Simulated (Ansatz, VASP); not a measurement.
**Two plane-wave programs on V**

```
V
1.0
    -1.49030    1.49030    1.51300
     1.49030   -1.49030    1.51300
     1.49030    1.49030   -1.51300
V
1
Direct
  0.00000 0.00000 0.00000
```

Change from the starting cell: strain -0.015 along x and y, +0.000 along z, atoms carried along.

Alike in both runs: task single point; functional PBE; k mesh 22 × 22 × 22; occupations gaussian, width 0.15 eV; no spin polarisation.

|  | VASP | Ansatz |
| --- | --- | --- |
| version | VASP 6.6.1 | Ansatz 0.2.0 |
| potentials or method | VASP PAW PBE potentials, release 64 (V_sv), cutoff 520 eV | scalar-relativistic, plane waves, PAW |
| valence electrons in the cell | 13 | 13 |

```csv
,VASP,Ansatz,Ansatz less VASP
gap on the k mesh at the Fermi level (eV),none,none,-
pressure (GPa),0.7,0.3,-0.37
"traceless stress, the component that is largest in VASP (GPa)",-1.24,-1.25,-0.002
```

A gap of «none» marks a metal or a gap that the smearing closes. The functional is the same, so the differences come from potentials, cutoffs and numerics.
